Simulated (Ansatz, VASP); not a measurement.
**SrTi2Ir2: VASP beside Ansatz**

POSCAR

```
SrTi2Ir2
1.0
    0.0000000000      4.1191450000      0.0000000000
    4.1191450000      0.0000000000      0.0000000000
    2.0595730000      2.0595730000     -5.9704060000
Ir Ti Sr
2 2 1
Direct
    0.7500000000      0.2500000000      0.5000000000
    0.2500000000      0.7500000000      0.5000000000
    0.3750000000      0.3750000000      0.2500000000
    0.6250000000      0.6250000000      0.7500000000
    0.0000000000      0.0000000000      0.0000000000
```

The input INCAR.step1:

```
SYSTEM = SrTi2Ir2
ALGO = Normal ; EDIFF = 1E-4
ENCUT = 520 ; GGA = PE
ISMEAR = 1 ; ISPIN = 2
LASPH = .TRUE. ; LCHARG = .FALSE.
LMAXMIX = 4 ; LREAL = .FALSE.
LWAVE = .TRUE. ; MAGMOM = 0.2 0.2 0.2 0.2 0.2
NBANDS = 38 ; NELM = 150
PREC = Accurate ; SIGMA = 0.062
```

Contents of INCAR.step2:

```
SYSTEM = SrTi2Ir2
ALGO = Normal ; EDIFF = 1E-6
ENCUT = 520 ; ISIF = 2
ISMEAR = 1 ; ISPIN = 2
ISTART = 1 ; LASPH = .TRUE.
LCHARG = .TRUE. ; LELF = .TRUE.
LMAXMIX = 4 ; LMIXTAU = .TRUE.
LORBIT = 11 ; LREAL = .FALSE.
LVHAR = .TRUE. ; LWAVE = .FALSE.
MAGMOM = 0.2 0.2 0.2 0.2 0.2 ; METAGGA = R2SCAN
NBANDS = 38 ; NELM = 150
PREC = Accurate ; SIGMA = 0.062
```

The input KPOINTS:

```
k-points
0
G
  5 5 5
  0 0 0
```

Input for Ansatz:

```yaml
crystal:
  lattice:
    - [0.0, 4.119145, 0.0]
    - [4.119145, 0.0, 0.0]
    - [2.059573, 2.059573, -5.970406]
  atoms:
    - { symbol: Ir, position: [0.75, 0.25, 0.5], spin: 0.2 }
    - { symbol: Ir, position: [0.25, 0.75, 0.5], spin: 0.2 }
    - { symbol: Ti, position: [0.375, 0.375, 0.25], spin: 0.2 }
    - { symbol: Ti, position: [0.625, 0.625, 0.75], spin: 0.2 }
    - { symbol: Sr, position: [0.0, 0.0, 0.0], spin: 0.2 }
  symmetry: { tolerance: 0.0003 }
kpoints:
  mp_grid: { grid: [5, 5, 5], shift: [0, 0, 0] }
magnetization:
  spin_polarized: true
scf:
  occupations: { method: cold, width: 0.062 }
  algorithm: direct_min
hamiltonian:
  pseudopotentials: { kind: paw }
  xc: r2scan
basis:
  ecutwfc: 500
output:
  forces: true
  stress: true
  eigenvalues: true
  write_density: true
  write_potential: true
  elf: true
  volumetric_format: npy
accuracy: medium
```

Alike in both runs: task single point; functional r2SCAN; k mesh 5 × 5 × 5; collinear spin.

```csv
,VASP,Ansatz
version,VASP 6.6.1,Ansatz 0.2.0
potentials or method,"VASP PAW PBE potentials, release 64 (Ir, Ti_sv, Sr_sv), cutoff 520 eV",PAW plane waves
occupations,"methfessel-paxton of order 1, width 0.062 eV","cold, width 0.062 eV"
valence electrons in the cell,52,68
```

```csv
,VASP,Ansatz,Ansatz less VASP
gap on the k mesh at the Fermi level (eV),none,none,-
pressure (GPa),0.8,0.4,-0.41
"traceless stress, the component that is largest in VASP (GPa)",-2.69,-2.52,+0.166
rms of the force components (eV/Å),0.868,0.887,+0.0181
net moment per atom (μB),0.07,0.06,-0.012
size of the moment on the site where the two differ most (μB),0.13,0.10,-0.028
```

VASP's potentials were made for PBE, not for r2SCAN. Site moments also hang on the region over which each program counts them. Atom by atom the forces differ by 0.018 eV/Å (rms over components). A gap of «none» marks a metal or a gap that the smearing closes. VASP's potentials hold 52 valence electrons a cell and Ansatz's 68, so a difference there can come from the potentials and not from the codes. Ansatz's warnings: seeded moment not kept, stability check not made.

Neither program's run includes spin-orbit coupling.
